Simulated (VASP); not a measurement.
# BaO (Fm-3m) in VASP: single point with PBE

Aim: the single point of BaO with PBE.

Everything below comes from runs of VASP 6.6.1. Logs are shortened: lines on timing, memory, paths and dates and some standing lists are left out, and cuts for length are marked.

**1. The cell of the first run**

The structure is cubic, space group Fm-3m (No. 225). Conventional cell: a = 5.500 Å, b = 5.500 Å, c = 5.500 Å, α = 90.00°, β = 90.00°, γ = 90.00°. Within 3.6 Å of Ba (site symmetry m-3m) lie 6 O at 2.75 Å. Within 3.6 Å of O (site symmetry m-3m) lie 6 Ba at 2.75 Å.

**2. Single point, PBE**

File INCAR:

```
SYSTEM = BaO
ALGO     = Normal         ! electronic algorithm
EDIFF    = 1E-6           ! SCF threshold, eV
ENCUT    = 600            ! plane-wave cutoff, eV
GGA      = PE             ! functional
GGA_COMPAT= .FALSE.      
ISIF     = 2              ! what is computed and relaxed
ISMEAR   = 0              ! smearing method
LASPH    = .TRUE.         ! aspherical terms in the spheres
LCHARG   = .TRUE.         ! write CHGCAR
LELF     = .TRUE.         ! ELF
LREAL    = .FALSE.        ! projectors in reciprocal space
LVHAR    = .TRUE.       
LWAVE    = .FALSE.        ! write WAVECAR
NBANDS   = 15             ! bands
NELM     = 120            ! most SCF steps
PREC     = Accurate       ! precision mode
SIGMA    = 0.01           ! smearing width, eV
```

File KPOINTS:

```
k-points
0
G
  4 4 4
  0 0 0
```

File POSCAR:

```
BaO
1.0
    0.0000000000      2.7500000000      2.7500000000
    2.7500000000      0.0000000000      2.7500000000
    2.7500000000      2.7500000000      0.0000000000
Ba O
1 1
Direct
    0.0000000000      0.0000000000      0.0000000000
    0.5000000000      0.5000000000      0.5000000000
```

Potentials or basis: VASP PAW PBE potentials, release 64 (Ba_sv, O).

Launch:

```console
$ cat potpaw_PBE.64/Ba_sv/POTCAR potpaw_PBE.64/O/POTCAR > POTCAR
$ mpirun -np 1 vasp_std > vasp.out
```

OUTCAR:

```text
SYSTEM = BaO
   EDIFF = 1E-6
   ENCUT = 600
   GGA = PE
   ISIF = 2
   ISMEAR = 0
   LASPH = .TRUE.
   LREAL = .FALSE.
   NELM = 120
   PREC = Accurate

 ion  position               nearest neighbor table
   1  0.000  0.000  0.000-   2 2.75   2 2.75   2 2.75   2 2.75   2 2.75   2 2.75
   2  0.500  0.500  0.500-   1 2.75   1 2.75   1 2.75   1 2.75   1 2.75   1 2.75

  LATTYP: Found a face centered cubic cell.
 ALAT       =     5.5000000000

  Lattice vectors:

 A1 = (   0.0000000000,   2.7500000000,   2.7500000000)
 A2 = (   2.7500000000,   0.0000000000,   2.7500000000)
 A3 = (   2.7500000000,   2.7500000000,   0.0000000000)

Analysis of symmetry for initial positions (statically):
=====================================================================
 Subroutine PRICEL returns:
 Original cell was already a primitive cell.

 Routine SETGRP: Setting up the symmetry group for a
 face centered cubic supercell.

 Subroutine GETGRP returns: Found 48 space group operations
 (whereof 48 operations were pure point group operations)
 out of a pool of 48 trial point group operations.

The static configuration has the point symmetry O_h .

Analysis of symmetry for dynamics (positions and initial velocities):
=====================================================================
 Subroutine PRICEL returns:
 Original cell was already a primitive cell.

 Routine SETGRP: Setting up the symmetry group for a
 face centered cubic supercell.

 Subroutine GETGRP returns: Found 48 space group operations
 (whereof 48 operations were pure point group operations)
 out of a pool of 48 trial point group operations.

The dynamic configuration has the point symmetry O_h .

 Subroutine INISYM returns: Found 48 space group operations
 (whereof 48 operations are pure point group operations),
 and found     1 'primitive' translations

----------------------------------------------------------------------------------------

                                     Primitive cell

  volume of cell :      41.5938

  direct lattice vectors                    reciprocal lattice vectors
     0.000000000  2.750000000  2.750000000    -0.181818182  0.181818182  0.181818182
     2.750000000  0.000000000  2.750000000     0.181818182 -0.181818182  0.181818182
     2.750000000  2.750000000  0.000000000     0.181818182  0.181818182 -0.181818182

  length of vectors
     3.889087297  3.889087297  3.889087297     0.314918329  0.314918329  0.314918329

  position of ions in fractional coordinates (direct lattice)
     0.000000000  0.000000000  0.000000000
     0.500000000  0.500000000  0.500000000

  ion indices of the primitive-cell ions
   primitive index   ion index
                 1           1
                 2           2

----------------------------------------------------------------------------------------

 KPOINTS: k-points

Automatic generation of k-mesh.
 Grid dimensions read from file:
 generate k-points for:    4    4    4

 Generating k-lattice:

  Cartesian coordinates                     Fractional coordinates (reciprocal lattice)
    -0.045454545  0.045454545  0.045454545     0.250000000  0.000000000  0.000000000
     0.045454545 -0.045454545  0.045454545     0.000000000  0.250000000  0.000000000
     0.045454545  0.045454545 -0.045454545     0.000000000  0.000000000  0.250000000

  Length of vectors
     0.078729582  0.078729582  0.078729582

  Shift w.r.t. Gamma in fractional coordinates (k-lattice)
     0.000000000  0.000000000  0.000000000

 Subroutine IBZKPT returns following result:
 ===========================================

 Found      8 irreducible k-points:

 Following reciprocal coordinates:
            Coordinates               Weight
  0.000000  0.000000  0.000000      1.000000
  0.250000  0.000000  0.000000      8.000000
  0.500000  0.000000  0.000000      4.000000
  0.250000  0.250000  0.000000      6.000000
  0.500000  0.250000  0.000000     24.000000
 -0.250000  0.250000  0.000000     12.000000
  0.500000  0.500000  0.000000      3.000000
 -0.250000  0.500000  0.250000      6.000000
   k-points           NKPTS =      8   k-points in BZ     NKDIM =      8   number of bands    NBANDS=     15
   number of dos      NEDOS =    301   number of ions     NIONS =      2
   total plane-waves  NPLWV =  32768
   dimension x,y,z NGX =    32 NGY =   32 NGZ =   32
   dimension x,y,z NGXF=    64 NGYF=   64 NGZF=   64
   ions per type =               1   1
   NGX,Y,Z   is equivalent  to a cutoff of  13.68, 13.68, 13.68 a.u.
   NGXF,Y,Z  is equivalent  to a cutoff of  27.36, 27.36, 27.36 a.u.
 SYSTEM =  BaO
   PREC   = accura    normal or accurate (medium, high low for compatibility)
   ISTART =      0    job   : 0-new  1-cont  2-samecut
   ICHARG =      2    charge: 1-file 2-atom 10-const
   ISPIN  =      1    spin polarized calculation?
   LNONCOLLINEAR =      F non collinear calculations
   LSORBIT =      F    spin-orbit coupling
   LASPH  =      T    aspherical Exc in radial PAW
   ENCUT  =  600.0 eV  44.10 Ry    6.64 a.u.   7.77  7.77  7.77*2*pi/ulx,y,z
   NELM   =    120;   NELMIN=  2; NELMDL= -5     # of ELM steps
   EDIFF  = 0.1E-05   stopping-criterion for ELM
   LREAL  =      F    real-space projection
   EDIFFG = 0.1E-04   stopping-criterion for IOM
   NSW    =      0    number of steps for IOM
   IBRION =     -1    ionic relax: 0-MD 1-quasi-New 2-CG
   NFREE  =      0    steps in history (QN), initial steepest desc. (CG)
   ISIF   =      2    stress and relaxation
   ISYM   =      2    0-nonsym 1-usesym 2-fastsym
   POTIM  = 0.5000    time-step for ionic-motion
   TEBEG  =    0.0;   TEEND  =   0.0 temperature during run
   PSTRESS=    0.0 pullay stress
   NELECT =      16.0000    total number of electrons
   NUPDOWN=      -1.0000    fix difference up-down
   EMIN   =  10.00;   EMAX   =-10.00  energy-range for DOS
   EFERMI =   0.00;   METHOD = LEGACY
   ISMEAR =     0;   SIGMA  =   0.01  broadening in eV -4-tet -1-fermi 0-gaus
   EFERMI_NEDOS =   21; number of points for ismear=-14 and -15
   IALGO  =     38    algorithm
   IMIX   =      4    mixing-type and parameters
     AMIX     =   0.40;   BMIX     =  1.00
     AMIX_MAG =   1.60;   BMIX_MAG =  1.00
  volume/ion in A,a.u.               =      20.80       140.34
  Fermi-wavevector in a.u.,A,eV,Ry     =   1.190617  2.249940 19.287200  1.417569
  Thomas-Fermi vector in A             =   2.326698
   LORBIT       =      0    0 simple, 1 ext, 2 COOP (PROOUT), +10 PAW based schemes
   GGA     = PE    functional components
   LHFCALC =     F    Hartree Fock is set to
   AEXX    =    0.0000 exact exchange contribution
   IVDW    =     0    specifies the selected vdW correction
   LEPSILON=     F    determine dielectric tensor
   LRPA    =     F    only Hartree local field effects (RPA)
 non-spin polarized calculation
 Gauss-broadening in eV      SIGMA  =   0.01
  energy-cutoff  :      600.00
  volume of cell :       41.59
 maximum number of plane-waves:      1411
   NGX = 15   NGY = 15   NGZ = 15

 number of electron      15.9999997 magnetization

 Free energy of the ion-electron system (eV)
  ---------------------------------------------------
  ext. energy  EPLUGINS =         0.00000000
  ---------------------------------------------------
  free energy    TOTEN  =       -11.76852241 eV

  energy without entropy =      -11.76852241  energy(sigma->0) =      -11.76852241

 E-fermi :   2.1436     XC(G=0):  -9.7167

 val. band max:        2.0355849144   @ k =   0.5000   0.5000   0.0000
 cond. band min:       3.9294000459   @ k =   0.5000   0.5000   0.0000
 fundamental gap:      1.8938151315
 Fermi energy:         2.1436224885

 k-point     1 :       0.0000    0.0000    0.0000
  band No.  band energies     occupation
      1     -23.8913      2.00000
      2     -13.0469      2.00000
      3      -8.3603      2.00000
      4      -8.3603      2.00000
      5      -8.3603      2.00000
      6       1.6360      2.00000
      7       1.6360      2.00000
      8       1.6360      2.00000
      9       5.6650      0.00000
     10       6.6954      0.00000
     11       6.6954      0.00000
     12       6.6954      0.00000
     13       9.0155      0.00000
     14       9.0155      0.00000
     15      12.0157      0.00000

 k-point     2 :       0.2500    0.0000    0.0000
  band No.  band energies     occupation
      1     -23.7542      2.00000
      2     -13.4378      2.00000
      3      -8.4795      2.00000
      4      -8.4241      2.00000
      5      -8.4241      2.00000
      6       0.6564      2.00000
      7       0.9846      2.00000
      8       0.9846      2.00000
      9       6.4859      0.00000
     10       7.7959      0.00000
     11       7.7959      0.00000
     12       7.9290      0.00000
     13      10.4511      0.00000
     14      10.4511      0.00000
     15      15.1089      0.00000

 k-point     3 :       0.5000    0.0000    0.0000
  band No.  band energies     occupation
      1     -23.6093      2.00000
      2     -13.8308      2.00000
      3      -8.5816      2.00000
      4      -8.4849      2.00000
      5      -8.4849      2.00000
      6      -0.0498      2.00000
      7       0.4575      2.00000
      8       0.4575      2.00000
      9       6.9772      0.00000
     10       9.2427      0.00000
     11       9.2427      0.00000
     12      10.3296      0.00000
     13      12.6771      0.00000
     14      12.6771      0.00000
     15      15.5834      0.00000
[... 55 lines left out ...]
 k-point     7 :       0.5000    0.5000    0.0000
  band No.  band energies     occupation
      1     -23.5353      2.00000
      2     -13.2431      2.00000
      3      -9.9280      2.00000
      4      -8.9789      2.00000
      5      -8.9789      2.00000
      6       1.8453      2.00000
      7       1.8453      2.00000
      8       2.0356      2.00000
      9       3.9294      0.00000
     10       8.0831      0.00000
     11      11.0089      0.00000
     12      11.5566      0.00000
     13      11.8798      0.00000
     14      11.8798      0.00000
     15      15.5826      0.00000

 k-point     8 :      -0.2500    0.5000    0.2500
  band No.  band energies     occupation
      1     -23.5292      2.00000
      2     -13.4533      2.00000
      3      -9.4862      2.00000
      4      -9.4862      2.00000
      5      -8.4295      2.00000
      6       0.6204      2.00000
      7       1.8140      2.00000
      8       1.8140      2.00000
      9       6.6312      0.00000
     10       6.6312      0.00000
     11       8.9571      0.00000
     12      11.9022      0.00000
     13      11.9321      0.00000
     14      14.0568      0.00000
     15      15.4938      0.00000

------------------------ aborting loop because EDIFF is reached ----------------------------------------

  FORCE on cell =-STRESS in cart. coord.  units (eV):
  Direction    XX          YY          ZZ          XY          YZ          ZX
  --------------------------------------------------------------------------------------
  -------------------------------------------------------------------------------------
  Total        1.2551103      1.2551103      1.2551103      0.0000000      0.0000000      0.0000000
  in kB       48.3464301     48.3464301     48.3464301      0.0000000      0.0000000      0.0000000
  external PRESSURE =      48.3464301 kB  Pullay stress =       0.0000000 kB

 VOLUME and BASIS-vectors are now :
 -----------------------------------------------------------------------------
  energy-cutoff  :      600.00
  volume of cell :       41.59
      direct lattice vectors                 reciprocal lattice vectors
     0.000000000  2.750000000  2.750000000    -0.181818182  0.181818182  0.181818182
     2.750000000  0.000000000  2.750000000     0.181818182 -0.181818182  0.181818182
     2.750000000  2.750000000  0.000000000     0.181818182  0.181818182 -0.181818182

 POSITION                                       TOTAL-FORCE (eV/Angst)
 -----------------------------------------------------------------------------------
      0.00000      0.00000      0.00000         0.000000     -0.000000     -0.000000
      2.75000      2.75000      2.75000        -0.000000      0.000000      0.000000
 -----------------------------------------------------------------------------------
    total drift:                                0.000000     -0.000000      0.000000

  FREE ENERGIE OF THE ION-ELECTRON SYSTEM (eV)
  ---------------------------------------------------
  free  energy   TOTEN  =       -11.7685224077 eV

  energy  without entropy=      -11.7685224077  energy(sigma->0) =      -11.76852241
```

It took 6.2 s on 1 thread of Intel Xeon Platinum 8375C at 2.90GHz (Ice Lake), shared host; peak memory 0.17 GiB.

Results:

- Free energy: -11.7685 eV
- Pressure: 4.8 GPa
- Band gap on the k mesh: 1.89 eV

Levels at points of the mesh, in eV from the valence-band top:
```tsv
k point	band 4	band 5	band 6	band 7	band 8	band 9	band 10	band 11	band 12	band 13
(0.00, 0.00, 0.00)	-10.40	-10.40	-0.40	-0.40	-0.40	3.63	4.66	4.66	4.66	6.98
(0.50, 0.00, 0.00)	-10.52	-10.52	-2.09	-1.58	-1.58	4.94	7.21	7.21	8.29	10.64
(0.50, 0.50, 0.00)	-11.01	-11.01	-0.19	-0.19	0.00	1.89	6.05	8.97	9.52	9.84
```

Caveat: the k points lie up to 0.49 Å⁻¹ apart; spin-orbit coupling is left out, which moves the levels of the heavy elements.
